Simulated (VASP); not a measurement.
A run of VASP 6.6.1 is set up as follows.

Contents of INCAR:

```
ALGO = Normal
EDIFF = 1E-6
ENCUT = 520
GGA = PS
ISIF = 2
ISMEAR = -1
LASPH = T
LCHARG = F
LREAL = F
LWAVE = F
NBANDS = 25
NELM = 100
PREC = Accurate
SIGMA = 0.05
```

Contents of KPOINTS:

```
k-points
0
Gamma
  4 4 6
```

POSCAR

```
SiO2
1.0
    4.1943057798      0.0000493752     -0.0000401839
    0.0000486713      4.1944451003      0.0000537088
   -0.0000254372      0.0000346946      2.6785830284
Si O
2 4
Direct
    0.4976385462      0.5052604296      0.4925713805
   -0.0023602731      0.0052615889     -0.0074258847
    0.6915970100      0.6992005863     -0.0074243402
    0.8036751116      0.1991998668      0.4925730712
    0.3036767514      0.3113156324     -0.0074249687
    0.1915961771      0.8113140166      0.4925783165
```

Potentials or basis: VASP PAW PBE potentials, release 64 (Si, O).

Command:

```bash
$ cat potpaw_PBE.64/Si/POTCAR potpaw_PBE.64/O/POTCAR > POTCAR
$ mpirun -np 1 vasp_std > vasp.out
```

Q: Estimate the pressure.

A: 0.7 GPa.

Q: Predict the largest force.

A: 0.034 eV/Å.

Q: Predict the band gap on the k mesh.

A: 5.36 eV, direct.

Stress tensor (GPa, compression positive):
```
 0.40  0.00  0.00
 0.00  0.39 -0.01
 0.00 -0.01  1.29
```

Caveat: the PAW data sets were made with another functional, which shifts forces and pressure a little. PBEsol gaps usually lie below the measured ones, often by a third to a half.
